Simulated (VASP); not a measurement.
Write the native input for VASP 6.6.1 that does the following.

```
Task                   : relaxation of cell and atoms
Functional             : PBE
Potentials or basis    : VASP PAW PBE potentials, release 64 (Te, Mo_sv)
Cutoff                 : 600 eV
k mesh                 : 12 × 12 × 2
Occupations            : gaussian, width 0.02 eV
Spin                   : no spin polarisation
Dipole correction      : no
Further INCAR settings : ALGO = Normal; EDIFF = 1e-06; IBRION = 2; EDIFFG = -0.005; NSW = 100; ISIF = 3
```

The structure of Te2Mo lies in POSCAR:

```
Te2Mo
1.0
    3.5570665033      0.0000000000      0.0000000000
   -1.7785332516      3.0805099548      0.0000000000
    0.0000000000      0.0000000000     15.2047167558
Te Mo
4 2
Direct
    0.3333333333      0.6666666667      0.6310943400
    0.6666666667      0.3333333333      0.1310943400
    0.3333333333      0.6666666667      0.8689056600
    0.6666666667      0.3333333333      0.3689056600
    0.3333333333      0.6666666667      0.2500000000
    0.6666666667      0.3333333333      0.7500000000
```

The input as run:

INCAR

```
  PREC = Accurate
  ENCUT = 600
  EDIFF = 1E-6
  ISMEAR = 0
  SIGMA = 0.02
  LREAL = F
  LASPH = T
  NELM = 100
  ALGO = Normal
  ISIF = 3
  LWAVE = F
  LCHARG = F
  GGA = PE
  IBRION = 2
  NSW = 100
  EDIFFG = -0.005
```

KPOINTS

```
regular mesh
0
Gamma
  12 12 2
```

Potentials or basis: VASP PAW PBE potentials, release 64 (Te, Mo_sv).

Run with:

```bash
$ cat potpaw_PBE.64/Te/POTCAR potpaw_PBE.64/Mo_sv/POTCAR > POTCAR
$ mpirun -np 1 vasp_std > vasp.out
```

Results of the run:

| Item | Value |
| --- | --- |
| Relaxed volume | 27.76 Å³/atom |
| Relaxed cell | a = 3.556 Å, b = 3.556 Å, c = 15.213 Å, α = 90.00°, β = 90.00°, γ = 120.00° |
| Space group after relaxing (to 0.1 Å) | P6_3/mmc (No. 194) |
| Energy gained by relaxing | 0.0 meV/atom |
| Ionic steps | 2 |
| Pressure after relaxing | 0.0 GPa |
| Band gap on the k mesh | 1.00 eV (least direct gap 1.03 eV) |

Caveat: spin-orbit coupling is left out, which moves the levels of the heavy elements; this functional lacks dispersion, which binds the layers, so the pressure and a relaxed spacing across them are unreliable.

Wall time 3.1 min on 1 thread of Intel(R) Xeon(R) 6975P-C (Granite Rapids), with other jobs on the host, peak memory 0.44 GiB.
